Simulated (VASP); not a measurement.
**Re: single point with PBE**

Re:

```
Re
1.0
     2.36234    0.00000    0.00000
     0.00000    2.36234    0.00000
     0.00000    0.00000    2.36234
Re
1
Direct
  0.00000 0.00000 0.00000
```

This isn't the form of Re at room conditions, which is hcp.

```yaml
Program: VASP 6.6.1
Task: single point
Functional: PBE
Potentials_or_basis: VASP PAW PBE potentials, release 64 (Re)
Cutoff: 600 eV
k_mesh: 16 × 16 × 16
Occupations: fermi-dirac, width 0.1 eV
Spin: no spin polarisation
```

- Pressure: 118.1 GPa
- Band gap on the k mesh: zero (an odd number of electrons rules out a gap without spin polarisation)

Levels at points of the mesh, in eV from the Fermi level:
| k point | band 1 | band 2 | band 3 | band 4 | band 5 | band 6 |
| --- | --- | --- | --- | --- | --- | --- |
| (0.00, 0.00, 0.00) | -11.10 | -7.49 | -7.49 | 5.08 | 5.08 | 5.08 |
| (0.50, 0.00, 0.00) | -7.08 | -6.16 | -1.30 | -0.40 | -0.40 | 5.70 |
| (0.50, 0.50, 0.00) | -9.21 | -4.93 | 0.72 | 0.72 | 5.94 | 5.94 |
| (0.50, 0.50, 0.50) | -7.00 | -7.00 | -7.00 | 6.84 | 9.38 | 9.38 |

Wall time 32 s on 1 thread of Intel Xeon 8259CL (shared host), peak memory 0.15 GiB.

Caveat: the cell stands under pressure; spin-orbit coupling is left out, which moves the levels of the heavy elements.
